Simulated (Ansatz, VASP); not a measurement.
**One calculation of Na3BPd, two programs**

```
Na B Pd
1.0
     5.16967    0.00000    0.00000
     0.00000    5.34343    0.00000
     0.00000    0.00000    3.38294
Na B Pd
3 1 1
Direct
  0.50000 0.00000 0.78311
  0.00000 0.22016 0.12699
  0.00000 0.77984 0.12699
  0.50000 0.50000 0.42273
  0.50000 0.50000 0.95980
```

Alike in both runs: task single point; functional PBE; k mesh 4 × 4 × 6; occupations gaussian, width 0.1 eV; no spin polarisation.

```csv
,VASP,Ansatz
version,VASP 6.6.1,Ansatz 0.2.0
potentials or method,"VASP PAW PBE potentials, release 64 (Na_pv, B, Pd), cutoff 520 eV","scalar-relativistic, plane waves, PAW"
valence electrons in the cell,34,48
```

```csv
,VASP,Ansatz,Ansatz less VASP
gap on the k mesh at the Fermi level (eV),none,none,-
pressure (GPa),24.0,23.6,-0.45
"traceless stress, the component that is largest in VASP (GPa)",32.68,31.77,-0.913
rms of the force components (eV/Å),3.198,3.066,-0.1314
```

Atom by atom the forces differ by 0.133 eV/Å (rms over components). A gap of «none» marks a metal or a gap that the smearing closes. With one functional, cell and mesh, what is left measures potentials, basis and numerics. VASP's potentials hold 34 valence electrons a cell and Ansatz's 48, so a difference there can come from the potentials and not from the codes.
